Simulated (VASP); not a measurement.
# Ga (C2/c) in VASP: further runs

Ga is run at these levels: RPBE; tasks: single point.

Everything below comes from runs of VASP 6.6.1. Logs are shortened: lines on timing, memory, paths and dates and some standing lists are left out, and cuts for length are marked.

## (1) The cell of the first run

It takes space group C2/c (No. 15, monoclinic). The conventional cell has a = 2.845 Å, b = 6.971 Å, c = 4.136 Å, α = 90.00°, β = 99.27°, γ = 90.00°. Within 3.8 Å of Ga (site symmetry 2) lie 14 Ga at 2.80 to 3.76 Å.

## (2) Single point, RPBE

File INCAR:

```
SYSTEM = Ga
ALGO = Normal ; EDIFF = 1E-6
ENCUT = 520 ; GGA = RP
ISIF = 2 ; ISMEAR = -1
ISYM = 0 ; LASPH = .True.
LCHARG = .False. ; LREAL = .False.
LWAVE = .False. ; NBANDS = 20
NELM = 60 ; PREC = Accurate
SIGMA = 0.1
```

File KPOINTS:

```
k-points
0
Gamma
  12 12 8
  0 0 0
```

File POSCAR:

```
Ga
1.0
   -2.5621422668      2.3670803697      1.4158627334
    2.3670803697     -2.5621422668      1.4158627334
    3.0222278782      3.0222278782     -1.7731189551
Ga
2
Direct
    0.9891191819      0.0108808181      1.0000000000
    0.7608808181      0.2391191819      0.5000000000
```

Potentials or basis: VASP PAW PBE potentials, release 64 (Ga_d).

Launch:

```sh
cat potpaw_PBE.64/Ga_d/POTCAR > POTCAR
mpirun -np 1 vasp_std > vasp.out
```

OUTCAR:

```text
SYSTEM = Ga
   EDIFF = 1E-6
   ENCUT = 520
   GGA = RP
   ISIF = 2
   ISMEAR = -1
   ISYM = 0
   LASPH = .True.
   LREAL = .False.
   NELM = 60
   PREC = Accurate

 ion  position               nearest neighbor table
   1  0.989  0.011  0.000-   2 2.80   2 2.80   2 2.81   2 2.81
   2  0.761  0.239  0.500-   1 2.80   1 2.80   1 2.81   1 2.81

IMPORTANT INFORMATION: All symmetrisations will be switched off!
NOSYMM: (Re-)initialisation of all symmetry stuff for point group C_1.

----------------------------------------------------------------------------------------

                                     Primitive cell

  volume of cell :      40.4800

  direct lattice vectors                    reciprocal lattice vectors
    -2.562142267  2.367080370  1.415862733     0.006519839  0.209391584  0.368014521
     2.367080370 -2.562142267  1.415862733     0.209391584  0.006519839  0.368014521
     3.022227878  3.022227878 -1.773118955     0.172408590  0.172408590  0.023752547

  length of vectors
     3.764612829  3.764612829  4.627274957     0.423464322  0.423464322  0.244976789

  position of ions in fractional coordinates (direct lattice)
     0.989119182  0.010880818  1.000000000
     0.760880818  0.239119182  0.500000000

  ion indices of the primitive-cell ions
   primitive index   ion index
                 1           1
                 2           2

----------------------------------------------------------------------------------------

 KPOINTS: k-points

Automatic generation of k-mesh.
 Grid dimensions read from file:
 generate k-points for:   12   12    8

 Generating k-lattice:

  Cartesian coordinates                     Fractional coordinates (reciprocal lattice)
     0.000543320  0.017449299  0.030667877     0.083333333 -0.000000000  0.000000000
     0.017449299  0.000543320  0.030667877    -0.000000000  0.083333333  0.000000000
     0.021551074  0.021551074  0.002969068    -0.000000000 -0.000000000  0.125000000

  Length of vectors
     0.035288693  0.035288693  0.030622099

  Shift w.r.t. Gamma in fractional coordinates (k-lattice)
     0.000000000  0.000000000  0.000000000

 Subroutine IBZKPT returns following result:
 ===========================================

 Found    580 irreducible k-points:

 Following reciprocal coordinates:
            Coordinates               Weight
  0.000000  0.000000  0.000000      1.000000
  0.083333  0.000000 -0.000000      2.000000
  0.000000 -0.083333  0.000000      2.000000
  0.166667 -0.000000  0.000000      2.000000
  0.000000 -0.166667  0.000000      2.000000
  0.250000 -0.000000  0.000000      2.000000
[... 16 lines left out ...]
  0.500000  0.083333 -0.000000      2.000000
 -0.083333  0.500000  0.000000      2.000000
 [... further k-points ...]
   k-points           NKPTS =    580   k-points in BZ     NKDIM =    580   number of bands    NBANDS=     20
   number of dos      NEDOS =    301   number of ions     NIONS =      2
   total plane-waves  NPLWV =  28224
   dimension x,y,z NGX =    28 NGY =   28 NGZ =   36
   dimension x,y,z NGXF=    56 NGYF=   56 NGZF=   72
   ions per type =               2
   NGX,Y,Z   is equivalent  to a cutoff of  12.36, 12.36, 12.93 a.u.
   NGXF,Y,Z  is equivalent  to a cutoff of  24.73, 24.73, 25.87 a.u.
 SYSTEM =  Ga
   PREC   = accura    normal or accurate (medium, high low for compatibility)
   ISTART =      0    job   : 0-new  1-cont  2-samecut
   ICHARG =      2    charge: 1-file 2-atom 10-const
   ISPIN  =      1    spin polarized calculation?
   LNONCOLLINEAR =      F non collinear calculations
   LSORBIT =      F    spin-orbit coupling
   LASPH  =      T    aspherical Exc in radial PAW
   ENCUT  =  520.0 eV  38.22 Ry    6.18 a.u.   7.00  7.00  8.60*2*pi/ulx,y,z
   NELM   =     60;   NELMIN=  2; NELMDL= -5     # of ELM steps
   EDIFF  = 0.1E-05   stopping-criterion for ELM
   LREAL  =      F    real-space projection
   EDIFFG = 0.1E-04   stopping-criterion for IOM
   NSW    =      0    number of steps for IOM
   IBRION =     -1    ionic relax: 0-MD 1-quasi-New 2-CG
   NFREE  =      0    steps in history (QN), initial steepest desc. (CG)
   ISIF   =      2    stress and relaxation
   ISYM   =      0    0-nonsym 1-usesym 2-fastsym
   POTIM  = 0.5000    time-step for ionic-motion
   TEBEG  =    0.0;   TEEND  =   0.0 temperature during run
   PSTRESS=    0.0 pullay stress
   NELECT =      26.0000    total number of electrons
   NUPDOWN=      -1.0000    fix difference up-down
   EMIN   =  10.00;   EMAX   =-10.00  energy-range for DOS
   EFERMI =   0.00;   METHOD = LEGACY
   ISMEAR =    -1;   SIGMA  =   0.10  broadening in eV -4-tet -1-fermi 0-gaus
   EFERMI_NEDOS =   21; number of points for ismear=-14 and -15
   IALGO  =     38    algorithm
   IMIX   =      4    mixing-type and parameters
     AMIX     =   0.40;   BMIX     =  1.00
     AMIX_MAG =   1.60;   BMIX_MAG =  1.00
  volume/ion in A,a.u.               =      20.24       136.59
  Fermi-wavevector in a.u.,A,eV,Ry     =   1.412491  2.669221 27.145406  1.995131
  Thomas-Fermi vector in A             =   2.534234
   LORBIT       =      0    0 simple, 1 ext, 2 COOP (PROOUT), +10 PAW based schemes
   GGA     = RP    functional components
   LHFCALC =     F    Hartree Fock is set to
   AEXX    =    0.0000 exact exchange contribution
   IVDW    =     0    specifies the selected vdW correction
   LEPSILON=     F    determine dielectric tensor
   LRPA    =     F    only Hartree local field effects (RPA)
 non-spin polarized calculation
  energy-cutoff  :      520.00
  volume of cell :       40.48
 maximum number of plane-waves:      1110
   NGX = 13   NGY = 13   NGZ = 17

 number of electron      26.0000003 magnetization

 Free energy of the ion-electron system (eV)
  ---------------------------------------------------
  ext. energy  EPLUGINS =         0.00000000
  ---------------------------------------------------
  free energy    TOTEN  =        -5.05533016 eV

  energy without entropy =       -5.03117320  energy(sigma->0) =       -5.04325168

 E-fermi :   4.9751     XC(G=0): -10.5005

 val. band max:        4.9656397191   @ k =  -0.4167   0.1667   0.1250
 cond. band min:       4.9900460585   @ k =  -0.1667   0.4167   0.2500
 fundamental gap:      0.0244063395
 Fermi energy:         4.9750766184

 k-point     1 :       0.0000    0.0000    0.0000
  band No.  band energies     occupation
      1     -10.0880      2.00000
      2     -10.0391      2.00000
      3     -10.0293      2.00000
      4     -10.0240      2.00000
      5      -9.8115      2.00000
      6      -9.8034      2.00000
[... 12 lines left out ...]
     19      15.8776      0.00000
     20      17.7429      0.00000

 k-point     2 :       0.0833    0.0000   -0.0000
  band No.  band energies     occupation
      1     -10.0863      2.00000
      2     -10.0249      2.00000
      3     -10.0170      2.00000
      4      -9.9974      2.00000
      5      -9.8329      2.00000
      6      -9.8234      2.00000
[... 12 lines left out ...]
     19      15.0034      0.00000
     20      18.3024      0.00000

 k-point     3 :       0.0000   -0.0833    0.0000
  band No.  band energies     occupation
      1     -10.0863      2.00000
      2     -10.0249      2.00000
      3     -10.0170      2.00000
      4      -9.9974      2.00000
      5      -9.8329      2.00000
      6      -9.8234      2.00000
[... 12 lines left out ...]
     19      15.0034      0.00000
     20      18.3199      0.00000

 k-point     4 :       0.1667   -0.0000    0.0000
  band No.  band energies     occupation
      1     -10.0722      2.00000
      2      -9.9990      2.00000
      3      -9.9793      2.00000
      4      -9.9353      2.00000
      5      -9.8665      2.00000
      6      -9.8560      2.00000
[... 12 lines left out ...]
     19      14.8862      0.00000
     20      15.7494      0.00000

 k-point     5 :       0.0000   -0.1667    0.0000
  band No.  band energies     occupation
      1     -10.0722      2.00000
      2      -9.9990      2.00000
      3      -9.9793      2.00000
      4      -9.9353      2.00000
      5      -9.8665      2.00000
      6      -9.8560      2.00000
[... 12 lines left out ...]
     19      14.8862      0.00000
     20      15.7494      0.00000

 k-point     6 :       0.2500   -0.0000    0.0000
  band No.  band energies     occupation
      1     -10.0486      2.00000
      2      -9.9741      2.00000
      3      -9.9518      2.00000
      4      -9.9073      2.00000
      5      -9.8809      2.00000
      6      -9.8495      2.00000
[... 12 lines left out ...]
     19      13.9139      0.00000
     20      14.2174      0.00000

 k-point     7 :       0.0000   -0.2500    0.0000
  band No.  band energies     occupation
      1     -10.0486      2.00000
      2      -9.9741      2.00000
      3      -9.9519      2.00000
      4      -9.9073      2.00000
      5      -9.8809      2.00000
      6      -9.8495      2.00000
[... 12 lines left out ...]
     19      13.9139      0.00000
     20      14.2174      0.00000
[... 277 lines left out ...]
 k-point    20 :      -0.0833   -0.3333    0.0000
  band No.  band energies     occupation
      1     -10.0333      2.00000
      2      -9.9946      2.00000
      3      -9.9519      2.00000
      4      -9.9155      2.00000
      5      -9.8948      2.00000
      6      -9.8583      2.00000
[... 12 lines left out ...]
     19      14.0561      0.00000
     20      16.4344      0.00000

 k-point    21 :       0.4167    0.0833   -0.0000
  band No.  band energies     occupation
      1     -10.0266      2.00000
      2     -10.0004      2.00000
      3      -9.9582      2.00000
      4      -9.9430      2.00000
      5      -9.8686      2.00000
      6      -9.8654      2.00000
[... 12 lines left out ...]
     19      16.1185      0.00000
     20      19.0772      0.00000

 k-point    22 :      -0.0833   -0.4167    0.0000
  band No.  band energies     occupation
      1     -10.0266      2.00000
      2     -10.0004      2.00000
      3      -9.9582      2.00000
      4      -9.9430      2.00000
      5      -9.8686      2.00000
      6      -9.8654      2.00000
[... 12 lines left out ...]
     19      16.1185      0.00000
     20      19.0771      0.00000

 k-point    23 :       0.5000    0.0833   -0.0000
  band No.  band energies     occupation
      1     -10.0227      2.00000
      2      -9.9865      2.00000
      3      -9.9654      2.00000
      4      -9.9374      2.00000
      5      -9.8806      2.00000
      6      -9.8535      2.00000
[... 12 lines left out ...]
     19      15.1639      0.00000
     20      19.3459      0.00000

 k-point    24 :      -0.0833    0.5000    0.0000
  band No.  band energies     occupation
      1     -10.0227      2.00000
      2      -9.9865      2.00000
      3      -9.9654      2.00000
      4      -9.9374      2.00000
      5      -9.8806      2.00000
      6      -9.8535      2.00000
[... 12 lines left out ...]
     19      15.1639      0.00000
     20      19.3457      0.00000

 [... further k-points ...]

------------------------ aborting loop because EDIFF is reached ----------------------------------------

  FORCE on cell =-STRESS in cart. coord.  units (eV):
  Direction    XX          YY          ZZ          XY          YZ          ZX
  --------------------------------------------------------------------------------------
  -------------------------------------------------------------------------------------
  Total        0.0402895      0.0402867      0.0448039      0.0082867     -0.0006466     -0.0006459
  in kB        1.5946359      1.5945253      1.7733142      0.3279824     -0.0255919     -0.0255634
  external PRESSURE =       1.6541585 kB  Pullay stress =       0.0000000 kB

 VOLUME and BASIS-vectors are now :
 -----------------------------------------------------------------------------
  energy-cutoff  :      520.00
  volume of cell :       40.48
      direct lattice vectors                 reciprocal lattice vectors
    -2.562142267  2.367080370  1.415862733     0.006519839  0.209391584  0.368014521
     2.367080370 -2.562142267  1.415862733     0.209391584  0.006519839  0.368014521
     3.022227878  3.022227878 -1.773118955     0.172408590  0.172408590  0.023752547

 POSITION                                       TOTAL-FORCE (eV/Angst)
 -----------------------------------------------------------------------------------
     -2.50851      2.31345      1.41586        -0.001421      0.001416      0.000002
      0.12764      2.69952      0.52930         0.001421     -0.001416     -0.000002
 -----------------------------------------------------------------------------------
    total drift:                                0.000066     -0.000069     -0.000001

  FREE ENERGIE OF THE ION-ELECTRON SYSTEM (eV)
  ---------------------------------------------------
  free  energy   TOTEN  =        -5.0553301557 eV

  energy  without entropy=       -5.0311732015  energy(sigma->0) =       -5.04325168
```

Run time: 7.6 min. Hardware: 1 thread of Intel Xeon Platinum 8259CL at 2.50GHz (Skylake/Cascade Lake), shared host; peak memory 0.46 GiB.

Results:

| Quantity | Value |
| --- | --- |
| Free energy | -5.0553 eV |
| Pressure | 0.2 GPa |
| Band gap on the k mesh | zero (bands 13 and 14 overlap by 7.89 eV) |

Forces on the atoms (eV/Å):
```
Ga  -0.001  0.001  0.000
Ga   0.001 -0.001  0.000
```

Levels at points of the mesh, in eV from the Fermi level:
| k point | band 9 | band 10 | band 11 | band 12 | band 13 | band 14 | band 15 | band 16 | band 17 | band 18 |
| --- | --- | --- | --- | --- | --- | --- | --- | --- | --- | --- |
| (0.00, 0.00, 0.00) | -14.72 | -14.62 | -10.54 | -1.63 | -1.59 | 1.25 | 4.90 | 9.41 | 10.08 | 10.09 |
| (0.50, 0.00, 0.00) | -14.65 | -14.64 | -4.10 | -3.49 | -1.59 | -1.36 | 2.11 | 3.70 | 5.01 | 6.32 |
| (0.00, 0.50, 0.00) | -14.65 | -14.64 | -4.10 | -3.49 | -1.59 | -1.36 | 2.11 | 3.70 | 5.01 | 6.32 |
| (0.50, 0.50, 0.00) | -14.71 | -14.69 | -7.77 | -7.12 | 1.37 | 2.25 | 2.30 | 2.73 | 7.68 | 11.05 |
| (0.00, 0.00, 0.50) | -14.68 | -14.68 | -8.26 | -8.26 | 3.68 | 3.68 | 5.27 | 5.27 | 10.50 | 10.50 |
| (0.50, 0.00, 0.50) | -14.67 | -14.64 | -5.35 | -4.37 | 0.45 | 1.10 | 1.71 | 4.60 | 5.85 | 6.86 |
| (0.00, 0.50, 0.50) | -14.67 | -14.64 | -5.35 | -4.37 | 0.45 | 1.10 | 1.71 | 4.60 | 5.85 | 6.86 |
| (0.50, 0.50, 0.50) | -14.74 | -14.74 | -5.90 | -5.90 | -3.93 | -3.93 | 8.87 | 8.87 | 11.46 | 11.46 |

Caveat: the PAW data sets were made with another functional, which shifts forces and pressure a little.

## (3) Single point, RPBE (21.86 Å³/atom)

This run uses another cell than the first one, of 21.86 Å³/atom.

File INCAR:

```
SYSTEM = Ga
ALGO = Normal
EDIFF = 1E-7
ENCUT = 520
GGA = RP
ISIF = 2
ISMEAR = -1
LASPH = .TRUE.
LCHARG = .TRUE.
LELF = .TRUE.
LREAL = .FALSE.
LVHAR = .TRUE.
LWAVE = .FALSE.
NBANDS = 20
NELM = 60
PREC = Accurate
SIGMA = 0.1
```

File KPOINTS:

```
k-points
0
G
  15 15 9
  0 0 0
```

File POSCAR:

```
Ga
1.0
   -2.6287209889      2.4285902977      1.4526547307
    2.4285902977     -2.6287209889      1.4526547307
    3.1007621863      3.1007621863     -1.8191944583
Ga
2
Direct
    0.9891191819      0.0108808181      1.0000000000
    0.7608808181      0.2391191819      0.5000000000
```

Potentials or basis: VASP PAW PBE potentials, release 64 (Ga_d).

Launch:

```sh
cat potpaw_PBE.64/Ga_d/POTCAR > POTCAR
mpirun -np 1 vasp_std > vasp.out
```

Wall time 8.7 min (1 thread of Intel Xeon Platinum 8259CL at 2.50GHz (Skylake/Cascade Lake), shared host); peak memory 0.47 GiB.

It converged, with:

- Free energy: -5.0263 eV
- Pressure: -2.4 GPa
- Largest force: 0.009 eV/Å
- Band gap on the k mesh: zero (bands 13 and 14 overlap by 6.96 eV)

Forces on the atoms (eV/Å):
```
Ga   0.007 -0.007  0.000
Ga  -0.007  0.007  0.000
```

Stress tensor (GPa, compression positive):
```
-2.27  0.28 -0.10
 0.28 -2.27 -0.10
-0.10 -0.10 -2.71
```

Levels at points of the mesh, in eV from the Fermi level:
| k point | band 9 | band 10 | band 11 | band 12 | band 13 | band 14 | band 15 | band 16 | band 17 | band 18 |
| --- | --- | --- | --- | --- | --- | --- | --- | --- | --- | --- |
| (0.00, 0.00, 0.00) | -14.69 | -14.61 | -10.01 | -1.83 | -1.44 | 1.25 | 4.83 | 8.82 | 9.46 | 9.51 |

Caveat: the PAW data sets were made with another functional, which shifts forces and pressure a little.

The gap in the log of VASP goes by the Fermi energy; the results here count the filled bands.